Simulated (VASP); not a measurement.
Here is a VASP 6.6.1 calculation.

File INCAR:

```
ALGO = Normal ; DIPOL = 0.5 0.5 0.338
EDIFF = 1E-6 ; ENCUT = 520
GGA = PE ; IDIPOL = 3
ISIF = 2 ; ISMEAR = 0
IVDW = 12 ; LASPH = True
LCHARG = False ; LDIPOL = True
LREAL = False ; LWAVE = False
NBANDS = 26 ; NELM = 60
PREC = Accurate ; SIGMA = 0.1
```

Contents of KPOINTS:

```
k-points
0
Gamma
  6 6 1
```

Contents of POSCAR:

```
In2As2H
1.0
    4.3220706691      0.0000000000      0.0000000000
   -2.1610353346      3.7430229964      0.0000000000
    0.0000000000      0.0000000000     21.7386927198
As In H
2 2 1
Direct
    0.0000000000      0.0000000000      0.1840037049
    0.3333333333      0.6666666667      0.3557112058
    0.3333333333      0.6666666667      0.2245875152
    0.6666666667      0.3333333333      0.3881876812
    0.7777777778      0.5555555556      0.5399907378
```

Potentials or basis: VASP PAW PBE potentials, release 64 (As, In_d, H).

Command:

```sh
$ cat potpaw_PBE.64/As/POTCAR potpaw_PBE.64/In_d/POTCAR potpaw_PBE.64/H/POTCAR > POTCAR
$ mpirun -np 1 vasp_std > vasp.out
```

Question: Predict the largest force.

Answer: 0.713 eV/Å.

Question: What does it give for the dispersion energy per atom?

Answer: -0.173 eV.

Forces in eV/Å, atoms in the order of the input:
```
As   0.000 -0.016  0.061
As   0.000  0.008 -0.298
In   0.000  0.007  0.103
In   0.000  0.129  0.702
H    0.000 -0.127 -0.569
```
